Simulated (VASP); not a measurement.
# Al (Fm-3m) in VASP: single point with PBE

Aim: the single point of Al with PBE.

Program: VASP 6.6.1. These are calculated values, not measurements. Logs are shortened: lines on timing, memory, paths and dates and some standing lists are left out, and cuts for length are marked.

## (1) The cell of the first run

The structure is cubic, space group Fm-3m (No. 225). Conventional cell: a = 4.041 Å, b = 4.041 Å, c = 4.041 Å, α = 90.00°, β = 90.00°, γ = 90.00°. Within 3.8 Å of Al (site symmetry m-3m) lie 12 Al at 2.86 Å.

## (2) Single point, PBE

Input file INCAR:

```
SYSTEM = Al
  PREC = Accurate
  ENCUT = 500
  EDIFF = 1E-6
  ISMEAR = 0
  SIGMA = 0.1
  LREAL = .False.
  LASPH = .True.
  NELM = 120
  ALGO = Normal
  ISIF = 2
  LWAVE = .False.
  LCHARG = .False.
  GGA = PE
  NBANDS = 8
  GGA_COMPAT = .False.
```

Input file KPOINTS:

```
Automatic mesh
0
Gamma
  18 18 18
  0 0 0
```

Input file POSCAR:

```
Al
1.0
    0.0000000000      2.0204130918      2.0204130918
    2.0204130918      0.0000000000      2.0204130918
    2.0204130918      2.0204130918      0.0000000000
Al
1
Direct
    0.0000000000      0.0000000000      0.0000000000
```

Potentials or basis: VASP PAW PBE potentials, release 64 (Al).

Run with:

```
$ cat potpaw_PBE.64/Al/POTCAR > POTCAR
$ mpirun -np 1 vasp_std > vasp.out
```

OUTCAR:

```text
SYSTEM = Al
   PREC = Accurate
   ENCUT = 500
   EDIFF = 1E-6
   ISMEAR = 0
   LREAL = .False.
   LASPH = .True.
   NELM = 120
   ISIF = 2
   GGA = PE

 ion  position               nearest neighbor table
   1  0.000  0.000  0.000-

  LATTYP: Found a face centered cubic cell.
 ALAT       =     4.0408261836

  Lattice vectors:

 A1 = (   0.0000000000,   2.0204130918,   2.0204130918)
 A2 = (   2.0204130918,   0.0000000000,   2.0204130918)
 A3 = (   2.0204130918,   2.0204130918,   0.0000000000)

Analysis of symmetry for initial positions (statically):
=====================================================================
 Subroutine PRICEL returns:
 Original cell was already a primitive cell.

 Routine SETGRP: Setting up the symmetry group for a
 face centered cubic supercell.

 Subroutine GETGRP returns: Found 48 space group operations
 (whereof 48 operations were pure point group operations)
 out of a pool of 48 trial point group operations.

The static configuration has the point symmetry O_h .

Analysis of symmetry for dynamics (positions and initial velocities):
=====================================================================
 Subroutine PRICEL returns:
 Original cell was already a primitive cell.

 Routine SETGRP: Setting up the symmetry group for a
 face centered cubic supercell.

 Subroutine GETGRP returns: Found 48 space group operations
 (whereof 48 operations were pure point group operations)
 out of a pool of 48 trial point group operations.

The dynamic configuration has the point symmetry O_h .

 Subroutine INISYM returns: Found 48 space group operations
 (whereof 48 operations are pure point group operations),
 and found     1 'primitive' translations

----------------------------------------------------------------------------------------

                                     Primitive cell

  volume of cell :      16.4949

  direct lattice vectors                    reciprocal lattice vectors
     0.000000000  2.020413092  2.020413092    -0.247474144  0.247474144  0.247474144
     2.020413092  0.000000000  2.020413092     0.247474144 -0.247474144  0.247474144
     2.020413092  2.020413092  0.000000000     0.247474144  0.247474144 -0.247474144

  length of vectors
     2.857295596  2.857295596  2.857295596     0.428637791  0.428637791  0.428637791

  position of ions in fractional coordinates (direct lattice)
     0.000000000  0.000000000  0.000000000

  ion indices of the primitive-cell ions
   primitive index   ion index
                 1           1

[... 70 lines left out ...]
   NELM   =    120;   NELMIN=  2; NELMDL= -5     # of ELM steps
   EDIFF  = 0.1E-05   stopping-criterion for ELM
   LREAL  =      F    real-space projection
   EDIFFG = 0.1E-04   stopping-criterion for IOM
   NSW    =      0    number of steps for IOM
   IBRION =     -1    ionic relax: 0-MD 1-quasi-New 2-CG
   NFREE  =      0    steps in history (QN), initial steepest desc. (CG)
   ISIF   =      2    stress and relaxation
   ISYM   =      2    0-nonsym 1-usesym 2-fastsym
   POTIM  = 0.5000    time-step for ionic-motion
   TEBEG  =    0.0;   TEEND  =   0.0 temperature during run
   PSTRESS=    0.0 pullay stress
   NELECT =       3.0000    total number of electrons
   NUPDOWN=      -1.0000    fix difference up-down
   EMIN   =  10.00;   EMAX   =-10.00  energy-range for DOS
   EFERMI =   0.00;   METHOD = LEGACY
   ISMEAR =     0;   SIGMA  =   0.10  broadening in eV -4-tet -1-fermi 0-gaus
   EFERMI_NEDOS =   21; number of points for ismear=-14 and -15
   IALGO  =     38    algorithm
   IMIX   =      4    mixing-type and parameters
     AMIX     =   0.40;   BMIX     =  1.00
     AMIX_MAG =   1.60;   BMIX_MAG =  1.00
  volume/ion in A,a.u.               =      16.49       111.31
  Fermi-wavevector in a.u.,A,eV,Ry     =   0.927538  1.752793 11.705458  0.860327
  Thomas-Fermi vector in A             =   2.053618
   LORBIT       =      0    0 simple, 1 ext, 2 COOP (PROOUT), +10 PAW based schemes
   GGA     = PE    functional components
   LHFCALC =     F    Hartree Fock is set to
   AEXX    =    0.0000 exact exchange contribution
   IVDW    =     0    specifies the selected vdW correction
   LEPSILON=     F    determine dielectric tensor
   LRPA    =     F    only Hartree local field effects (RPA)
 non-spin polarized calculation
 Gauss-broadening in eV      SIGMA  =   0.10
  energy-cutoff  :      500.00
  volume of cell :       16.49
 maximum number of plane-waves:       444
 NGX is ok and might be reduce to    24
   NGX = 11   NGY = 11   NGZ = 11

 number of electron       3.0000000 magnetization

 Free energy of the ion-electron system (eV)
  ---------------------------------------------------
  ext. energy  EPLUGINS =         0.00000000
  ---------------------------------------------------
  free energy    TOTEN  =        -3.74452415 eV

  energy without entropy =       -3.74159765  energy(sigma->0) =       -3.74306090

 E-fermi :   7.9947     XC(G=0): -10.1976

 val. band max:        7.9881285063   @ k =  -0.2778   0.2778   0.0556
 cond. band min:       7.9952663771   @ k =  -0.2778   0.5000   0.2222
 fundamental gap:      0.0071378707
 Fermi energy:         7.9946557775

 k-point     1 :       0.0000    0.0000    0.0000
  band No.  band energies     occupation
      1      -3.1331      2.00000
      2      20.6245      0.00000
      3      20.6245      0.00000
      4      20.6245      0.00000
      5      22.1187      0.00000
      6      22.1187      0.00000
      7      22.1187      0.00000
      8      24.4716      0.00000
[... 243 lines left out ...]
 k-point    24 :      -0.2222    0.0556    0.0000
  band No.  band energies     occupation
      1      -1.4916      2.00000
      2      11.8450      0.00000
      3      17.2901      0.00000
      4      20.1422      0.00000
      5      21.8881      0.00000
      6      22.9390      0.00000
      7      23.3864      0.00000
      8      25.5890      0.00000

 [... further k-points ...]
[... 5 lines left out ...]
  --------------------------------------------------------------------------------------
  -------------------------------------------------------------------------------------
  Total       -0.0009812     -0.0009812     -0.0009812     -0.0000000     -0.0000000     -0.0000000
  in kB       -0.0953087     -0.0953087     -0.0953087     -0.0000000     -0.0000000     -0.0000000
  external PRESSURE =      -0.0953087 kB  Pullay stress =       0.0000000 kB

 VOLUME and BASIS-vectors are now :
 -----------------------------------------------------------------------------
  energy-cutoff  :      500.00
  volume of cell :       16.49
      direct lattice vectors                 reciprocal lattice vectors
     0.000000000  2.020413092  2.020413092    -0.247474144  0.247474144  0.247474144
     2.020413092  0.000000000  2.020413092     0.247474144 -0.247474144  0.247474144
     2.020413092  2.020413092  0.000000000     0.247474144  0.247474144 -0.247474144

 POSITION                                       TOTAL-FORCE (eV/Angst)
 -----------------------------------------------------------------------------------
      0.00000      0.00000      0.00000         0.000000      0.000000      0.000000
 -----------------------------------------------------------------------------------
    total drift:                                0.000000     -0.000000     -0.000000

  FREE ENERGIE OF THE ION-ELECTRON SYSTEM (eV)
  ---------------------------------------------------
  free  energy   TOTEN  =        -3.7445241466 eV

  energy  without entropy=       -3.7415976471  energy(sigma->0) =       -3.74306090
```

stdout:

```text
POSCAR found type information on POSCAR Al
 POSCAR found :  1 types and       1 ions
 scaLAPACK will be used
 LDA part: xc-table for (Slater+PW92), standard interpolation
 POSCAR, INCAR and KPOINTS ok, starting setup
 FFT: planning ... GRIDC
 FFT: planning ... GRID_SOFT
 FFT: planning ... GRID
 WAVECAR not read
 entering main loop
```

Run time: 14 s. Hardware: 1 thread of Intel Xeon 6975P-C, shared host; peak memory 0.14 GiB.

Results:

- Free energy: -3.7445 eV
- Pressure: 0.0 GPa
